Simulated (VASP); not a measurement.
Wanted: the native input for a VASP 6.6.1 run.

```yaml
Task: electric field gradients
Functional: LDA
Potentials_or_basis: VASP PAW LDA potentials, release 64 (Mo_sv, S)
Cutoff: 520 eV
k_mesh: 10 × 10 × 3
Occupations: fermi-dirac, width 0.03 eV
Spin: no spin polarisation
Dipole_correction: no
Further_INCAR_settings: ALGO = Normal; EDIFF = 1e-08; NBANDS = 35
```

The structure of MoS2 lies in POSCAR:

```
MoS2
1.0
    3.1397861865      0.0000000000      0.0000000000
   -1.5698930933      2.7191346000      0.0000000000
    0.0000000000      0.0000000000     12.2124807351
Mo S
2 4
Direct
    0.3333333333      0.6666666667      0.2500000000
    0.6666666667      0.3333333333      0.7500000000
    0.3333333333      0.6666666667      0.6275000000
    0.6666666667      0.3333333333      0.1275000000
    0.3333333333      0.6666666667      0.8725000000
    0.6666666667      0.3333333333      0.3725000000
```

The input as run:

INCAR

```
PREC = Accurate
ENCUT = 520
EDIFF = 1E-8
ISMEAR = -1
SIGMA = 0.03
LREAL = False
LASPH = True
NELM = 60
ALGO = Normal
ISIF = 2
LWAVE = False
LCHARG = False
GGA = CA
LEFG = True
NBANDS = 35
```

KPOINTS

```
Automatic mesh
0
Gamma
  10 10 3
```

Potentials or basis: VASP PAW LDA potentials, release 64 (Mo_sv, S).

Command:

```sh
$ cat potpaw_LDA.64/Mo_sv/POTCAR potpaw_LDA.64/S/POTCAR > POTCAR
$ mpirun -np 1 vasp_std > vasp.out
```

It gave:

| Property | Result |
| --- | --- |
| Pressure | 4.6 GPa |
| Largest force | 1.143 eV/Å |
| Band gap on the k mesh | 0.84 eV (least direct gap 1.92 eV) |
| Largest electric field gradient by atom | Mo -99.2; S -64.4 V/Å² |

Caveat: the stress differs along the axes, from 2 to 9 GPa; without QUAD_EFG the Cq values of the log hold for a quadrupole moment of 1 mb, not for the nuclei; forces of over 1 eV/Å act on the atoms, so gaps and moduli don't describe the material at rest.

It took 68 s on 1 thread of Intel(R) Xeon(R) Platinum 8488C (Sapphire Rapids), on a shared host, peak memory 0.23 GiB.
